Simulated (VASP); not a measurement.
# Ga4P (I4/mmm) in VASP: further runs

Ga4P is run at these levels: PBE; tasks: single point, relaxation of cell and atoms.

Everything below comes from runs of VASP 6.6.1. Logs are shortened: lines on timing, memory, paths and dates and some standing lists are left out, and cuts for length are marked.

### Step 1. The cell of the first run

The structure is tetragonal, space group I4/mmm (No. 139). The conventional cell has a = 5.135 Å, b = 5.135 Å, c = 7.545 Å, α = 90.00°, β = 90.00°, γ = 90.00°. Ga (site symmetry 4mm) has 1 P at 2.43 Å and 5 Ga at 2.68 to 2.90 Å within 3.2 Å. Ga (site symmetry mmm) has 2 P at 2.57 Å and 4 Ga at 2.90 Å within 3.4 Å. Within 3.2 Å of P (site symmetry 4/mmm) lie 6 Ga at 2.43 to 2.57 Å.

The cell was built from a structure type or drawn by symmetry, and may not be a known phase.

### Step 2. Single point, PBE

File INCAR:

```
ALGO = Normal
EDIFF = 1E-6
ENCUT = 520
GGA = PE
ISIF = 2
ISMEAR = 0
LASPH = True
LCHARG = True
LELF = True
LREAL = False
LVHAR = True
LWAVE = False
NBANDS = 36
NELM = 100
PREC = Accurate
SIGMA = 0.1
```

File KPOINTS:

```
k-points
0
Gamma
  6 6 6
```

File POSCAR:

```
Ga4P
1.0
   -2.5674056719      2.5674056719      3.7727078135
    2.5674056719     -2.5674056719      3.7727078135
    2.5674056719      2.5674056719     -3.7727078135
Ga P
4 1
Direct
    0.3224537856      0.3224537856      0.0000000000
    0.6775462144      0.6775462144      0.0000000000
    0.5000000000      0.0000000000      0.5000000000
    0.0000000000      0.5000000000      0.5000000000
    0.0000000000      0.0000000000      0.0000000000
```

Potentials or basis: VASP PAW PBE potentials, release 64 (Ga_d, P).

Command:

```sh
> cat potpaw_PBE.64/Ga_d/POTCAR potpaw_PBE.64/P/POTCAR > POTCAR
> mpirun -np 1 vasp_std > vasp.out
```

OUTCAR:

```text
EDIFF = 1E-6
   ENCUT = 520
   GGA = PE
   ISIF = 2
   ISMEAR = 0
   LASPH = True
   LREAL = False
   NELM = 100
   PREC = Accurate

 ion  position               nearest neighbor table
   1  0.322  0.322  0.000-   5 2.43   2 2.68   4 2.90   3 2.90   3 2.90   4 2.90
   2  0.678  0.678  0.000-   5 2.43   1 2.68   4 2.90   3 2.90   3 2.90   4 2.90
   3  0.500  0.000  0.500-   5 2.57   5 2.57   2 2.90   2 2.90   1 2.90   1 2.90
   4  0.000  0.500  0.500-   5 2.57   5 2.57   2 2.90   2 2.90   1 2.90   1 2.90
   5  0.000  0.000  0.000-   1 2.43   2 2.43   3 2.57   4 2.57   4 2.57   3 2.57

  LATTYP: Found a body centered tetragonal cell.
 ALAT       =     5.1348113438
 C/A-ratio  =     1.4694630672

  Lattice vectors:

 A1 = (  -2.5674056719,   2.5674056719,   3.7727078135)
 A2 = (   2.5674056719,  -2.5674056719,   3.7727078135)
 A3 = (   2.5674056719,   2.5674056719,  -3.7727078135)

Analysis of symmetry for initial positions (statically):
=====================================================================
 Subroutine PRICEL returns:
 Original cell was already a primitive cell.

 Routine SETGRP: Setting up the symmetry group for a
 body centered tetragonal supercell.

 Subroutine GETGRP returns: Found 16 space group operations
 (whereof 16 operations were pure point group operations)
 out of a pool of 16 trial point group operations.

The static configuration has the point symmetry D_4h.

Analysis of symmetry for dynamics (positions and initial velocities):
=====================================================================
 Subroutine PRICEL returns:
 Original cell was already a primitive cell.

 Routine SETGRP: Setting up the symmetry group for a
 body centered tetragonal supercell.

 Subroutine GETGRP returns: Found 16 space group operations
 (whereof 16 operations were pure point group operations)
 out of a pool of 16 trial point group operations.

The dynamic configuration has the point symmetry D_4h.

 Subroutine INISYM returns: Found 16 space group operations
 (whereof 16 operations are pure point group operations),
 and found     1 'primitive' translations

----------------------------------------------------------------------------------------

                                     Primitive cell

  volume of cell :      99.4723

  direct lattice vectors                    reciprocal lattice vectors
    -2.567405672  2.567405672  3.772707813     0.000000000  0.194749122  0.132530804
     2.567405672 -2.567405672  3.772707813     0.194749122  0.000000000  0.132530804
     2.567405672  2.567405672 -3.772707813     0.194749122  0.194749122  0.000000000

  length of vectors
     5.236073721  5.236073721  5.236073721     0.235566624  0.235566624  0.275416849

  position of ions in fractional coordinates (direct lattice)
     0.322453786  0.322453786  0.000000000
     0.677546214  0.677546214  0.000000000
     0.500000000  0.000000000  0.500000000
     0.000000000  0.500000000  0.500000000
     0.000000000  0.000000000  0.000000000

  ion indices of the primitive-cell ions
   primitive index   ion index
                 1           1
                 2           2
                 3           3
                 4           4
                 5           5

----------------------------------------------------------------------------------------

 KPOINTS: k-points

Automatic generation of k-mesh.
 Grid dimensions read from file:
 generate k-points for:    6    6    6

 Generating k-lattice:

  Cartesian coordinates                     Fractional coordinates (reciprocal lattice)
     0.000000000  0.032458187  0.022088467     0.166666667  0.000000000  0.000000000
     0.032458187  0.000000000  0.022088467     0.000000000  0.166666667  0.000000000
     0.032458187  0.032458187  0.000000000     0.000000000  0.000000000  0.166666667

  Length of vectors
     0.039261104  0.039261104  0.045902808

  Shift w.r.t. Gamma in fractional coordinates (k-lattice)
     0.000000000  0.000000000  0.000000000

 Subroutine IBZKPT returns following result:
 ===========================================

 Found     30 irreducible k-points:

 Following reciprocal coordinates:
            Coordinates               Weight
  0.000000  0.000000  0.000000      1.000000
  0.166667  0.000000  0.000000      8.000000
  0.333333  0.000000 -0.000000      8.000000
  0.500000  0.000000  0.000000      4.000000
  0.166667  0.166667  0.000000      8.000000
  0.333333  0.166667 -0.000000     16.000000
[... 16 lines left out ...]
 -0.333333 -0.333333  0.166667      8.000000
 -0.166667 -0.333333  0.166667      8.000000
 [... further k-points ...]
   k-points           NKPTS =     30   k-points in BZ     NKDIM =     30   number of bands    NBANDS=     36
   number of dos      NEDOS =    301   number of ions     NIONS =      5
   total plane-waves  NPLWV =  64000
   dimension x,y,z NGX =    40 NGY =   40 NGZ =   40
   dimension x,y,z NGXF=    80 NGYF=   80 NGZF=   80
[... 42 lines left out ...]
   LEPSILON=     F    determine dielectric tensor
   LRPA    =     F    only Hartree local field effects (RPA)
 non-spin polarized calculation
 Gauss-broadening in eV      SIGMA  =   0.10
  energy-cutoff  :      520.00
  volume of cell :       99.47
 maximum number of plane-waves:      2710
   NGX = 19   NGY = 19   NGZ = 19

 number of electron      57.0000002 magnetization

 Free energy of the ion-electron system (eV)
  ---------------------------------------------------
  ext. energy  EPLUGINS =         0.00000000
  ---------------------------------------------------
  free energy    TOTEN  =       -16.28351793 eV

  energy without entropy =      -16.26649380  energy(sigma->0) =      -16.27500587

 E-fermi :   5.0096     XC(G=0): -10.4911

 val. band max:        5.0024472927   @ k =  -0.3333   0.5000   0.3333
 cond. band min:       5.0517717674   @ k =   0.3333   0.1667  -0.0000
 fundamental gap:      0.0493244747
 Fermi energy:         5.0095796929

 k-point     1 :       0.0000    0.0000    0.0000
  band No.  band energies     occupation
      1     -10.0088      2.00000
      2      -9.8310      2.00000
      3      -9.8270      2.00000
      4      -9.8141      2.00000
      5      -9.8141      2.00000
      6      -9.7679      2.00000
[... 28 lines left out ...]
     35       9.3709      0.00000
     36      12.5353      0.00000

 k-point     2 :       0.1667    0.0000    0.0000
  band No.  band energies     occupation
      1      -9.9897      2.00000
      2      -9.8481      2.00000
      3      -9.8175      2.00000
      4      -9.8174      2.00000
      5      -9.8160      2.00000
      6      -9.7924      2.00000
[... 28 lines left out ...]
     35      10.1883      0.00000
     36      11.3658      0.00000

 k-point     3 :       0.3333    0.0000   -0.0000
  band No.  band energies     occupation
      1      -9.9508      2.00000
      2      -9.8719      2.00000
      3      -9.8230      2.00000
      4      -9.8204      2.00000
      5      -9.8129      2.00000
      6      -9.7957      2.00000
[... 28 lines left out ...]
     35      10.1351      0.00000
     36      10.7280      0.00000

 k-point     4 :       0.5000    0.0000    0.0000
  band No.  band energies     occupation
      1      -9.9313      2.00000
      2      -9.8796      2.00000
      3      -9.8333      2.00000
      4      -9.8227      2.00000
      5      -9.8136      2.00000
      6      -9.7825      2.00000
[... 28 lines left out ...]
     35      10.8653      0.00000
     36      11.2247      0.00000

 k-point     5 :       0.1667    0.1667    0.0000
  band No.  band energies     occupation
      1      -9.9543      2.00000
      2      -9.8499      2.00000
      3      -9.8463      2.00000
      4      -9.8059      2.00000
      5      -9.8057      2.00000
      6      -9.7997      2.00000
[... 655 lines left out ...]
 k-point    22 :      -0.1667    0.5000    0.1667
  band No.  band energies     occupation
      1      -9.9540      2.00000
      2      -9.8681      2.00000
      3      -9.8216      2.00000
      4      -9.8207      2.00000
      5      -9.8135      2.00000
      6      -9.7835      2.00000
[... 28 lines left out ...]
     35      10.2491      0.00000
     36      10.3991      0.00000

 k-point    23 :      -0.3333   -0.3333    0.1667
  band No.  band energies     occupation
      1      -9.9596      2.00000
      2      -9.8504      2.00000
      3      -9.8360      2.00000
      4      -9.8062      2.00000
      5      -9.8029      2.00000
      6      -9.7972      2.00000
[... 28 lines left out ...]
     35      10.3234      0.00000
     36      11.3913      0.00000

 k-point    24 :      -0.1667   -0.3333    0.1667
  band No.  band energies     occupation
      1      -9.9354      2.00000
      2      -9.8492      2.00000
      3      -9.8422      2.00000
      4      -9.8171      2.00000
      5      -9.8136      2.00000
      6      -9.8031      2.00000
[... 28 lines left out ...]
     35      10.6560      0.00000
     36      10.9079      0.00000

 [... further k-points ...]
[... 5 lines left out ...]
  --------------------------------------------------------------------------------------
  -------------------------------------------------------------------------------------
  Total        0.0101705      0.0101705      0.0348650      0.0000000      0.0000000      0.0000000
  in kB        0.1638146      0.1638146      0.5615623      0.0000000      0.0000000      0.0000000
  external PRESSURE =       0.2963972 kB  Pullay stress =       0.0000000 kB

 VOLUME and BASIS-vectors are now :
 -----------------------------------------------------------------------------
  energy-cutoff  :      520.00
  volume of cell :       99.47
      direct lattice vectors                 reciprocal lattice vectors
    -2.567405672  2.567405672  3.772707813     0.000000000  0.194749122  0.132530804
     2.567405672 -2.567405672  3.772707813     0.194749122  0.000000000  0.132530804
     2.567405672  2.567405672 -3.772707813     0.194749122  0.194749122  0.000000000

 POSITION                                       TOTAL-FORCE (eV/Angst)
 -----------------------------------------------------------------------------------
      0.00000      0.00000      2.43305        -0.000000     -0.000000     -0.007650
      0.00000      0.00000      5.11237         0.000000      0.000000      0.007650
      0.00000      2.56741      0.00000        -0.000000     -0.000000     -0.000000
      2.56741      0.00000      0.00000        -0.000000     -0.000000      0.000000
      0.00000      0.00000      0.00000        -0.000000     -0.000000     -0.000000
 -----------------------------------------------------------------------------------
    total drift:                               -0.000000     -0.000000      0.000000

  FREE ENERGIE OF THE ION-ELECTRON SYSTEM (eV)
  ---------------------------------------------------
  free  energy   TOTEN  =       -16.2835179302 eV

  energy  without entropy=      -16.2664938034  energy(sigma->0) =      -16.27500587
```

Run time: 1.8 min. Hardware: 1 thread of Intel Xeon Platinum 8259CL at 2.50GHz (Skylake/Cascade Lake), shared host; peak memory 0.27 GiB.

Results:

```yaml
Free_energy: -16.2835 eV
Pressure: 0.0 GPa
Largest_force: 0.008 eV/Å
Band_gap_on_the_k_mesh: zero (an odd number of electrons rules out a gap without spin polarisation)
```

Forces on the atoms (eV/Å):
```
Ga   0.000  0.000 -0.008
Ga   0.000  0.000  0.008
Ga   0.000  0.000  0.000
Ga   0.000  0.000  0.000
P    0.000  0.000  0.000
```

### Step 3. Single point, PBE

This run uses another cell than the first one, of 17.65 Å³/atom.

File INCAR:

```
ALGO = Normal
EDIFF = 1E-7
ENCUT = 520
GGA = PE
ISIF = 2
ISMEAR = 0
LASPH = T
LCHARG = F
LREAL = F
LWAVE = F
NBANDS = 36
NELM = 100
PREC = Accurate
SIGMA = 0.1
```

KPOINTS is that of step 2.

File POSCAR:

```
Ga4P
1.0
   -2.2682166000      2.2682166000      4.2886220300
    2.2682166000     -2.2682166000      4.2886220300
    2.2682166000      2.2682166000     -4.2886220300
Ga P
4 1
Direct
    0.2450000000      0.2450000000      0.0000000000
    0.7550000000      0.7550000000      0.0000000000
    0.5000000000      0.0000000000      0.5000000000
    0.0000000000      0.5000000000      0.5000000000
    0.0000000000      0.0000000000      0.0000000000
```

Potentials or basis: VASP PAW PBE potentials, release 64 (Ga_d, P).

Command:

```sh
> cat potpaw_PBE.64/Ga_d/POTCAR potpaw_PBE.64/P/POTCAR > POTCAR
> mpirun -np 1 vasp_std > vasp.out
```

It took 2.1 min on 1 thread of Intel Xeon Platinum 8259CL at 2.50GHz (Skylake/Cascade Lake), shared host; peak memory 0.26 GiB.

The run converged. Its results:

| Quantity | Value |
| --- | --- |
| Free energy | -13.8861 eV |
| Pressure | 18.6 GPa |
| Largest force | 4.850 eV/Å |
| Band gap on the k mesh | zero (an odd number of electrons rules out a gap without spin polarisation) |

Forces in eV/Å, atoms in the order of the input:
```
Ga   0.000  0.000  4.850
Ga   0.000  0.000 -4.850
Ga   0.000  0.000  0.000
Ga   0.000  0.000  0.000
P    0.000  0.000  0.000
```

Stress tensor (GPa, compression positive):
```
13.09  0.00  0.00
 0.00 13.09  0.00
 0.00  0.00 29.72
```

Levels at points of the mesh, in eV from the Fermi level:
```tsv
k point	band 26	band 27	band 28	band 29	band 30	band 31
(0.00, 0.00, 0.00)	-3.90	-3.12	-2.04	-0.89	-0.89	0.79
(0.50, 0.00, 0.00)	-3.89	-1.73	-0.67	0.29	0.85	2.52
(0.50, 0.50, 0.00)	-4.01	-1.44	-0.64	0.30	0.78	2.94
(0.50, 0.50, 0.50)	-4.40	-1.55	1.08	1.08	1.21	3.82
```

Caveat: the cell stands under pressure; forces of over 1 eV/Å act on the atoms, so gaps and moduli don't describe the material at rest.

### Step 4. Relaxation of cell and atoms, PBE

This run uses another cell than the first one, of 17.65 Å³/atom.

File INCAR:

```
SYSTEM = Ga4P
ALGO = Normal
EDIFF = 1E-7
EDIFFG = -0.04
ENCUT = 600
GGA = PE
IBRION = 2
ISIF = 3
ISMEAR = 0
LASPH = .TRUE.
LCHARG = .FALSE.
LREAL = .FALSE.
LWAVE = .FALSE.
NELM = 60
NSW = 90
PREC = Accurate
SIGMA = 0.1
```

File KPOINTS:

```
k-points
0
G
  6 6 6
  0 0 0
```

POSCAR is that of step 3.

Command:

```sh
> cat potpaw_PBE.64/Ga_d/POTCAR potpaw_PBE.64/P/POTCAR > POTCAR
> mpirun -np 1 vasp_std > vasp.out
```

Wall time 39 min (1 thread of Intel Xeon Platinum 8259CL at 2.50GHz (Skylake/Cascade Lake), shared host); peak memory 0.4 GiB.

Results (log left out):

* Free energy: -16.2809 eV
* Relaxed volume: 19.91 Å³/atom
* Relaxed cell: a = 5.239 Å, b = 5.239 Å, c = 5.239 Å, α = 121.35°, β = 121.35°, γ = 87.69°
* Space group after relaxing (to 0.1 Å): I4/mmm (No. 139)
* Energy gained by relaxing: 479.0 meV/atom
* Ionic steps: 20
* Pressure after relaxing: 0.0 GPa
* Largest force after relaxing: 0.034 eV/Å
* Band gap on the k mesh: zero (an odd number of electrons rules out a gap without spin polarisation)

Forces in eV/Å, atoms in the order of the input:
```
Ga   0.000  0.000  0.034
Ga   0.000  0.000 -0.034
Ga   0.000  0.000  0.000
Ga   0.000  0.000  0.000
P    0.000  0.000  0.000
```

The path:
| step | energy change (eV) | largest force (eV/Å) | pressure (GPa) | volume (Å³) |
| --- | --- | --- | --- | --- |
| 1 | 0.0000 | 4.8499 | 18.60 | 88.26 |
| 2 | -1.6595 | 0.1136 | -2.88 | 116.86 |
| 3 | -1.7460 | 0.5440 | -0.57 | 108.54 |
| 4 | -1.7463 | 0.5126 | -0.74 | 108.98 |
| 5 | -1.8023 | 0.5262 | -0.70 | 107.94 |
| 6 | -1.9677 | 0.5825 | -0.32 | 104.72 |
| 7 | -2.2376 | 0.6119 | 1.97 | 97.85 |
| 8 | -1.0431 | 1.5340 | 18.32 | 82.36 |
| 9 | -2.1149 | 1.2618 | 3.39 | 96.73 |
| 10 | -2.0192 | 1.6042 | 8.00 | 89.80 |
| 11 | -2.0306 | 1.5513 | 7.95 | 89.76 |
| 12 | -2.0575 | 1.3784 | 7.85 | 89.62 |
| 13 | -2.0764 | 0.9999 | 8.00 | 89.34 |
| 14 | -2.1076 | 0.9323 | 7.50 | 89.79 |
| 15 | -2.1906 | 0.7513 | 6.10 | 91.13 |
| 16 | -2.3094 | 0.4654 | 3.77 | 93.87 |
| 17 | -2.3946 | 0.0627 | 0.07 | 99.46 |
| 18 | -2.3948 | 0.0496 | -0.08 | 99.67 |
| 19 | -2.3948 | 0.0466 | -0.02 | 99.64 |
| 20 | -2.3950 | 0.0341 | 0.00 | 99.55 |

Final structure:
```yaml
crystal:
  lattice:
    - [-2.56629, 2.56629, 3.77896]
    - [2.56629, -2.56629, 3.77896]
    - [2.56629, 2.56629, -3.77896]
  atoms:
    - { symbol: Ga, position: [0.32166, 0.32166, 0.00000] }
    - { symbol: Ga, position: [0.67834, 0.67834, 0.00000] }
    - { symbol: Ga, position: [0.50000, 0.00000, 0.50000] }
    - { symbol: Ga, position: [0.00000, 0.50000, 0.50000] }
    - { symbol: P, position: [0.00000, 0.00000, 0.00000] }
```

Levels at points of the mesh, in eV from the Fermi level:
```
           k point  band 25  band 26  band 27  band 28  band 29  band 30  band 31  band 32  band 33  band 34
(0.00, 0.00, 0.00)    -3.65    -3.61    -1.26    -0.81    -0.18    -0.18     0.29     0.29     0.54     1.18
(0.50, 0.00, 0.00)    -3.70    -3.56    -3.02    -1.65     0.89     1.66     2.03     2.96     2.99     4.78
(0.50, 0.50, 0.00)    -5.84    -2.62     0.67     0.92     1.37     1.44     2.99     3.19     3.60     4.10
(0.50, 0.50, 0.50)    -4.77    -4.68     0.45     0.46     0.46     0.59     3.00     4.19     4.19     4.34
```

### Step 5. Single point, PBE

This run uses another cell than the first one, of 19.85 Å³/atom.

File INCAR:

```
PREC = Accurate ; ENCUT = 520
EDIFF = 1E-6 ; ISMEAR = 0
SIGMA = 0.1 ; LREAL = False
LASPH = True ; NELM = 100
ALGO = Normal ; ISIF = 2
LWAVE = False ; LCHARG = False
GGA = PE ; NBANDS = 36
```

File KPOINTS:

```
regular mesh
0
Gamma
  10 10 10
```

File POSCAR:

```
Ga4P
1.0
   -2.5290452112      2.5290452112      3.8786617867
    2.5290452112     -2.5290452112      3.8786617867
    2.5290452112      2.5290452112     -3.8786617867
Ga P
4 1
Direct
    0.3196388732      0.3196388732      0.0000000000
    0.6803611268      0.6803611268      0.0000000000
    0.5000000000      0.0000000000      0.5000000000
    0.0000000000      0.5000000000      0.5000000000
    0.0000000000      0.0000000000      0.0000000000
```

Command:

```sh
> cat potpaw_PBE.64/Ga_d/POTCAR potpaw_PBE.64/P/POTCAR > POTCAR
> mpirun -np 1 vasp_std > vasp.out
```

It took 5.4 min on 1 thread of Intel Xeon Platinum 8259CL at 2.50GHz (Skylake/Cascade Lake), shared host; peak memory 0.43 GiB.

The run converged. Its results:

| Quantity | Value |
| --- | --- |
| Free energy | -16.3715 eV |
| Pressure | 0.1 GPa |
| Band gap on the k mesh | zero (an odd number of electrons rules out a gap without spin polarisation) |

Levels at points of the mesh, in eV from the Fermi level:
```csv
k point,band 25,band 26,band 27,band 28,band 29,band 30,band 31,band 32
"(0.00, 0.00, 0.00)",-3.98,-3.79,-1.44,-1.42,-0.09,-0.09,0.12,0.12
"(0.50, 0.00, 0.00)",-3.95,-3.94,-3.03,-1.67,0.71,1.73,1.89,2.70
"(0.50, 0.50, 0.00)",-5.90,-2.80,0.17,0.93,1.05,1.30,2.45,3.15
"(0.50, 0.50, 0.50)",-4.96,-4.71,0.35,0.35,0.35,0.53,2.80,4.20
```

### Step 6. Summary

| task | cell | k mesh | cutoff (eV) | gap on the mesh (eV) | pressure (GPa) | largest force (eV/Å) |
| --- | --- | --- | --- | --- | --- | --- |
| single point | a = 5.236 Å, angles 121.3, 121.3, 87.8°, 5 atoms, atomic positions A | 6 × 6 × 6 | 520 | none | 0.0 | 0.01 |
| single point | a = 5.356 Å, angles 129.9, 129.9, 73.6°, 5 atoms, atomic positions B | 6 × 6 × 6 | 520 | none | 18.6 | 4.85 |
| relaxation of cell and atoms | relaxed from a = 5.356 Å, angles 129.9, 129.9, 73.6°, 5 atoms, atomic positions B | 6 × 6 × 6 | 600 | none | 0.0 | 0.03 |
| single point | a = 5.276 Å, angles 122.7, 122.7, 85.4°, 5 atoms, atomic positions C | 10 × 10 × 10 | 520 | none | 0.1 | - |

Alike in all rows: level PBE; potentials or basis VASP PAW PBE potentials, release 64 (Ga_d, P); no spin polarisation; smearing gaussian 0.1 eV.

Caveats: the cell stands under pressure (at least some runs); forces of over 1 eV/Å act on the atoms, so gaps and moduli don't describe the material at rest (at least some runs).

Absolute energies hang on the potentials; compare differences alone.
